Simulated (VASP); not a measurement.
# Si3Ge2 (P-6m2) in VASP: further runs, part 2 of 2

VASP 6.6.1. The steps go on from the part before.

**4. Relaxation of cell and atoms, PBE**

INCAR reads:

```
SYSTEM = Si3Ge2
  ALGO = Normal
  EDIFF = 1E-6
  EDIFFG = -0.04
  ENCUT = 600
  GGA = PE
  IBRION = 2
  ISIF = 3
  ISMEAR = 0
  LASPH = .TRUE.
  LCHARG = .FALSE.
  LREAL = .FALSE.
  LWAVE = .FALSE.
  NELM = 100
  NSW = 90
  PREC = Accurate
  SIGMA = 0.1
```

KPOINTS reads:

```
k-points
0
G
  6 6 2
  0 0 0
```

POSCAR reads:

```
Si3Ge2
1.0
    3.7374407000      0.0000000000      0.0000000000
   -1.8687203500      3.2367185900      0.0000000000
    0.0000000000      0.0000000000     13.9136206800
Si Ge
6 4
Direct
    0.3333333300      0.6666666700      0.0000000000
    0.3333333300      0.6666666700      0.4000000000
    0.3333333300      0.6666666700      0.6000000000
    0.6666666700      0.3333333300      0.3000000000
    0.6666666700      0.3333333300      0.5000000000
    0.6666666700      0.3333333300      0.7000000000
    0.3333333300      0.6666666700      0.2000000000
    0.3333333300      0.6666666700      0.8000000000
    0.6666666700      0.3333333300      0.1000000000
    0.6666666700      0.3333333300      0.9000000000
```

Potentials or basis: VASP PAW PBE potentials, release 64 (Si, Ge_d).

The run is started by

```sh
cat potpaw_PBE.64/Si/POTCAR potpaw_PBE.64/Ge_d/POTCAR > POTCAR
mpirun -np 1 vasp_std > vasp.out
```

OUTCAR:

```text
SYSTEM = Si3Ge2
   EDIFF = 1E-6
   EDIFFG = -0.04
   ENCUT = 600
   GGA = PE
   IBRION = 2
   ISIF = 3
   ISMEAR = 0
   LASPH = .TRUE.
   LREAL = .FALSE.
   NELM = 100
   NSW = 90
   PREC = Accurate

 ion  position               nearest neighbor table
   1  0.333  0.667  0.000-   9 2.57  10 2.57   9 2.57  10 2.57   9 2.57  10 2.57   7 2.78   8 2.78

   2  0.333  0.667  0.400-   4 2.57   5 2.57   4 2.57   5 2.57   4 2.57   5 2.57   7 2.78   3 2.78

   3  0.333  0.667  0.600-   5 2.57   6 2.57   5 2.57   6 2.57   5 2.57   6 2.57   8 2.78   2 2.78
[... 11 lines left out ...]
   9  0.667  0.333  0.100-   1 2.57   7 2.57   1 2.57   7 2.57   1 2.57   7 2.57   4 2.78  10 2.78

  10  0.667  0.333  0.900-   1 2.57   8 2.57   1 2.57   8 2.57   1 2.57   8 2.57   6 2.78   9 2.78

  LATTYP: Found a hexagonal cell.
 ALAT       =     3.7374407000
 C/A-ratio  =     3.7227669405

  Lattice vectors:

[... 313 lines left out ...]
  energy  without entropy=      -46.1231194737  energy(sigma->0) =      -46.13322762

[... ionic steps 4 to 27 ...]

--------------------------------------- Ionic step       28  -------------------------------------------

 number of electron      80.0000026 magnetization

------------------------ aborting loop because EDIFF is reached ----------------------------------------
[... 83 lines left out ...]
--------------------------------------- Ionic step       30  -------------------------------------------

 number of electron      80.0000029 magnetization

 Free energy of the ion-electron system (eV)
  ---------------------------------------------------
  ext. energy  EPLUGINS =         0.00000000
  ---------------------------------------------------
  free energy    TOTEN  =       -46.91231441 eV

  energy without entropy =      -46.90151018  energy(sigma->0) =      -46.90691229

 E-fermi :   6.9613     XC(G=0): -10.5203

 val. band max:        6.9207352788   @ k =   0.5000   0.0000   0.0000
 cond. band min:       7.0101124286   @ k =   0.1667   0.1667   0.0000
 fundamental gap:      0.0893771498
 Fermi energy:         6.9612878356

 k-point     1 :       0.0000    0.0000    0.0000
  band No.  band energies     occupation
      1     -17.6394      2.00000
      2     -17.6379      2.00000
      3     -17.6359      2.00000
      4     -17.6359      2.00000
      5     -17.6349      2.00000
      6     -17.6349      2.00000
[... 740 lines left out ...]
  FREE ENERGIE OF THE ION-ELECTRON SYSTEM (eV)
  ---------------------------------------------------
  free  energy   TOTEN  =       -46.9123144122 eV

  energy  without entropy=      -46.9015101764  energy(sigma->0) =      -46.90691229

 reached required accuracy - stopping structural energy minimisation
```

CONTCAR:

```text
Si3Ge2
   1.00000000000000
     3.6268068153524684   -0.0000000000000000    0.0000000000000000
    -1.8134034076762342    3.1409068355149801    0.0000000000000000
    -0.0000000000000000   -0.0000000000000000   16.1385767843840426
  Si              Ge
     6     4
Direct
     0.3333333300000021    0.6666666699999979    0.0000000000000000
     0.3333333300000021    0.6666666699999979    0.4053894227852554
     0.3333333300000021    0.6666666699999979    0.5946105772147444
     0.6666666699999979    0.3333333300000021    0.3188575795157922
     0.6666666699999979    0.3333333300000021    0.5000000000000000
     0.6666666699999979    0.3333333300000021    0.6811424204842074
     0.3333333300000021    0.6666666699999979    0.2252359240894126
     0.3333333300000021    0.6666666699999979    0.7747640759105872
     0.6666666699999979    0.3333333300000021    0.0915986549035399
     0.6666666699999979    0.3333333300000021    0.9084013450964602

  0.00000000E+00  0.00000000E+00  0.00000000E+00
  0.00000000E+00  0.00000000E+00  0.00000000E+00
  0.00000000E+00  0.00000000E+00  0.00000000E+00
  0.00000000E+00  0.00000000E+00  0.00000000E+00
  0.00000000E+00  0.00000000E+00  0.00000000E+00
  0.00000000E+00  0.00000000E+00  0.00000000E+00
  0.00000000E+00  0.00000000E+00  0.00000000E+00
  0.00000000E+00  0.00000000E+00  0.00000000E+00
  0.00000000E+00  0.00000000E+00  0.00000000E+00
  0.00000000E+00  0.00000000E+00  0.00000000E+00
```

Wall time 39 min (1 thread of Intel Xeon 6975P-C (Granite Rapids), shared host); peak memory 0.37 GiB.

What came out:

| Property | Result |
| --- | --- |
| Free energy | -46.9123 eV |
| Relaxed volume | 18.38 Å³/atom |
| Relaxed cell | a = 3.627 Å, b = 3.627 Å, c = 16.139 Å, α = 90.00°, β = 90.00°, γ = 120.00° |
| Space group after relaxing (to 0.1 Å) | P-6m2 (No. 187) |
| Energy gained by relaxing | 168.0 meV/atom |
| Ionic steps | 30 |
| Pressure after relaxing | 0.1 GPa |
| Largest force after relaxing | 0.028 eV/Å |
| Band gap on the k mesh | zero (bands 40 and 41 overlap by 3.08 eV) |

Forces on the atoms (eV/Å):
```
Si   0.000  0.000  0.000
Si   0.000  0.000  0.022
Si   0.000  0.000 -0.022
Si   0.000  0.000  0.013
Si   0.000  0.000  0.000
Si   0.000  0.000 -0.013
Ge   0.000  0.000  0.009
Ge   0.000  0.000 -0.009
Ge   0.000  0.000  0.028
Ge   0.000  0.000 -0.028
```

Step by step:
| step | energy change (eV) | largest force (eV/Å) | pressure (GPa) | volume (Å³) |
| --- | --- | --- | --- | --- |
| 1 | 0.0000 | 1.0557 | 9.75 | 168.31 |
| 2 | -0.9029 | 0.5395 | -3.29 | 194.35 |
| 3 | -0.9113 | 0.5809 | -2.07 | 191.40 |
| 4 | -1.1927 | 0.4718 | -2.21 | 188.72 |
| 5 | -1.3091 | 0.5278 | -1.89 | 186.53 |
| 6 | -1.4839 | 0.3983 | -1.32 | 181.72 |
| 7 | -1.4905 | 0.4510 | -1.46 | 182.58 |
| 8 | -1.4901 | 0.4510 | -1.67 | 183.42 |
| 9 | -1.5519 | 0.3150 | 1.88 | 176.39 |
| 10 | -1.5554 | 0.3413 | 1.27 | 177.69 |
| 11 | -1.6015 | 0.2726 | 0.80 | 178.92 |
| 12 | -1.6327 | 0.1977 | 0.74 | 180.80 |
| 13 | -1.6356 | 0.1793 | -1.25 | 184.65 |
| 14 | -1.6434 | 0.1758 | -0.41 | 182.81 |
| 15 | -1.6532 | 0.1265 | -0.21 | 182.10 |
| 16 | -1.6581 | 0.0840 | 0.25 | 180.87 |
| 17 | -1.6649 | 0.0928 | 0.46 | 181.06 |
| 18 | -1.6674 | 0.1002 | 0.59 | 181.31 |
| 19 | -1.6678 | 0.0995 | 0.49 | 181.24 |
| 20 | -1.6721 | 0.1109 | -0.14 | 183.10 |
| 21 | -1.6721 | 0.1130 | -0.21 | 183.38 |
| 22 | -1.6759 | 0.0725 | -0.25 | 183.59 |
| 23 | -1.6786 | 0.0600 | -0.15 | 184.00 |
| 24 | -1.6785 | 0.1074 | 0.36 | 183.42 |
| 25 | -1.6794 | 0.0732 | -0.71 | 183.72 |
| 26 | -1.6792 | 0.0903 | 0.51 | 183.58 |
| 27 | -1.6794 | 0.0815 | 0.03 | 183.64 |
| 28 | -1.6794 | 0.0807 | 0.16 | 183.65 |
| 29 | -1.6794 | 0.0774 | 0.06 | 183.69 |
| 30 | -1.6803 | 0.0281 | 0.08 | 183.84 |

Final structure:
```
Si Ge
1.0
     3.62681    0.00000    0.00000
    -1.81340    3.14091    0.00000
     0.00000    0.00000   16.13858
Si Ge
6 4
Direct
  0.33333 0.66667 0.00000
  0.33333 0.66667 0.40539
  0.33333 0.66667 0.59461
  0.66667 0.33333 0.31886
  0.66667 0.33333 0.50000
  0.66667 0.33333 0.68114
  0.33333 0.66667 0.22524
  0.33333 0.66667 0.77476
  0.66667 0.33333 0.09160
  0.66667 0.33333 0.90840
```

Caveat: a cell axis changed by over 15 % at a fixed basis, so the end point is rough.

**5. Single point, PBE**

This run uses another cell than the first one, of 18.69 Å³/atom.

INCAR reads:

```
SYSTEM = Si3Ge2
ALGO = Normal
EDIFF = 1E-7
ENCUT = 520
GGA = PE
ISIF = 2
ISMEAR = 0
LASPH = .TRUE.
LCHARG = .FALSE.
LREAL = .FALSE.
LWAVE = .FALSE.
NBANDS = 51
NELM = 80
PREC = Accurate
SIGMA = 0.1
```

KPOINTS reads:

```
k-points
0
G
  12 12 4
  0 0 0
```

POSCAR reads:

```
Si3Ge2
1.0
    3.6258486209      0.0000000000      0.0000000000
   -1.8129243105      3.1400770160      0.0000000000
    0.0000000000      0.0000000000     16.4173235000
Si Ge
6 4
Direct
    0.3333333333      0.6666666667      0.0000000000
    0.3333333333      0.6666666667      0.4064102682
    0.3333333333      0.6666666667      0.5935897318
    0.6666666667      0.3333333333      0.3203109861
    0.6666666667      0.3333333333      0.5000000000
    0.6666666667      0.3333333333      0.6796890139
    0.3333333333      0.6666666667      0.2300298858
    0.3333333333      0.6666666667      0.7699701142
    0.6666666667      0.3333333333      0.0886123728
    0.6666666667      0.3333333333      0.9113876272
```

Potentials or basis: VASP PAW PBE potentials, release 64 (Si, Ge_d).

The run is started by

```sh
cat potpaw_PBE.64/Si/POTCAR potpaw_PBE.64/Ge_d/POTCAR > POTCAR
mpirun -np 1 vasp_std > vasp.out
```

OUTCAR:

```text
SYSTEM = Si3Ge2
   EDIFF = 1E-7
   ENCUT = 520
   GGA = PE
   ISIF = 2
   ISMEAR = 0
   LASPH = .TRUE.
   LREAL = .FALSE.
   NELM = 80
   PREC = Accurate

 ion  position               nearest neighbor table
   1  0.333  0.667  0.000-   9 2.55  10 2.55   9 2.55  10 2.55   9 2.55  10 2.55
   2  0.333  0.667  0.406-   4 2.53   4 2.53   4 2.53   5 2.60   5 2.60   5 2.60   7 2.90   3 3.07

   3  0.333  0.667  0.594-   6 2.53   6 2.53   6 2.53   5 2.60   5 2.60   5 2.60   8 2.90   2 3.07

[... 1522 lines left out ...]
  in kB        0.2981034      0.2981034      0.8860430     -0.0000000      0.0000000     -0.0000000
  external PRESSURE =       0.4940832 kB  Pullay stress =       0.0000000 kB

 VOLUME and BASIS-vectors are now :
 -----------------------------------------------------------------------------
  energy-cutoff  :      520.00
  volume of cell :      186.92
      direct lattice vectors                 reciprocal lattice vectors
     3.625848621  0.000000000  0.000000000     0.275797504  0.159231763  0.000000000
    -1.812924310  3.140077016  0.000000000     0.000000000  0.318463527  0.000000000
     0.000000000  0.000000000 16.417323500     0.000000000  0.000000000  0.060911269

 POSITION                                       TOTAL-FORCE (eV/Angst)
 -----------------------------------------------------------------------------------
     -0.00000      2.09338      0.00000         0.000000      0.000000      0.000000
     -0.00000      2.09338      6.67217         0.000000      0.000000     -0.002909
     -0.00000      2.09338      9.74515         0.000000     -0.000000      0.002909
      1.81292      1.04669      5.25865         0.000000     -0.000000     -0.000905
      1.81292      1.04669      8.20866         0.000000      0.000000      0.000000
      1.81292      1.04669     11.15867         0.000000     -0.000000      0.000905
     -0.00000      2.09338      3.77648         0.000000      0.000000      0.003917
     -0.00000      2.09338     12.64085        -0.000000      0.000000     -0.003917
      1.81292      1.04669      1.45478        -0.000000     -0.000000      0.002182
      1.81292      1.04669     14.96255        -0.000000      0.000000     -0.002182
 -----------------------------------------------------------------------------------
    total drift:                               -0.000001      0.000001      0.000000

  FREE ENERGIE OF THE ION-ELECTRON SYSTEM (eV)
  ---------------------------------------------------
  free  energy   TOTEN  =       -46.9398374318 eV

  energy  without entropy=      -46.9219427250  energy(sigma->0) =      -46.93089008
```

Run time: 6.8 min. Hardware: 1 thread of Intel Xeon 6975P-C (Granite Rapids), shared host; peak memory 0.54 GiB.

What came out:

```yaml
Free_energy: -46.9398 eV
Pressure: 0.0 GPa
Largest_force: 0.004 eV/Å
Band_gap_on_the_k_mesh: zero (bands 40 and 41 overlap by 3.23 eV)
```

Forces on the atoms (eV/Å):
```
Si   0.000  0.000  0.000
Si   0.000  0.000 -0.003
Si   0.000  0.000  0.003
Si   0.000  0.000 -0.001
Si   0.000  0.000  0.000
Si   0.000  0.000  0.001
Ge   0.000  0.000  0.004
Ge   0.000  0.000 -0.004
Ge   0.000  0.000  0.002
Ge   0.000  0.000 -0.002
```

Levels at points of the mesh, in eV from the Fermi level:
```tsv
k point	band 37	band 38	band 39	band 40	band 41	band 42	band 43	band 44
(0.00, 0.00, 0.00)	0.17	1.20	1.37	1.37	1.65	2.61	2.61	2.71
(0.50, 0.00, 0.00)	-1.90	-1.57	-1.52	-0.59	-0.08	0.53	0.61	0.69
(0.00, 0.00, 0.50)	1.00	1.26	1.29	1.29	1.99	2.36	2.71	2.71
(0.50, 0.00, 0.50)	-1.88	-1.82	-1.18	-0.71	-0.09	0.16	0.81	0.94
```

**6. Summary**

| task | cell | k mesh | cutoff (eV) | gap on the mesh (eV) | pressure (GPa) | largest force (eV/Å) |
| --- | --- | --- | --- | --- | --- | --- |
| single point | a = 3.737, b = 3.737, c = 13.914 Å, angles 90.0, 90.0, 120.0°, 10 atoms, atomic positions A | 6 × 6 × 2 | 520 | none | 9.5 | 1.06 |
| single point | a = 3.631, b = 3.631, c = 16.162 Å, angles 90.0, 90.0, 120.0°, 10 atoms, atomic positions B | 6 × 6 × 2 | 520 | none | -0.1 | 0.01 |
| relaxation of cell and atoms | relaxed from a = 3.737, b = 3.737, c = 13.914 Å, angles 90.0, 90.0, 120.0°, 10 atoms, atomic positions A | 6 × 6 × 2 | 600 | none | 0.1 | 0.03 |
| single point | a = 3.626, b = 3.626, c = 16.417 Å, angles 90.0, 90.0, 120.0°, 10 atoms, atomic positions C | 12 × 12 × 4 | 520 | none | 0.0 | - |

Alike in all rows: level PBE; potentials or basis VASP PAW PBE potentials, release 64 (Si, Ge_d); no spin polarisation; smearing gaussian 0.1 eV.

Caveats: the stress differs along the axes, from 6 to 17 GPa (at least some runs); forces of over 1 eV/Å act on the atoms, so gaps and moduli don't describe the material at rest (at least some runs); a cell axis changed by over 15 % at a fixed basis, so the end point is rough (at least some runs).

Absolute energies hang on the potentials; compare differences alone.

The gap in the log of VASP goes by the Fermi energy; the results here count the filled bands.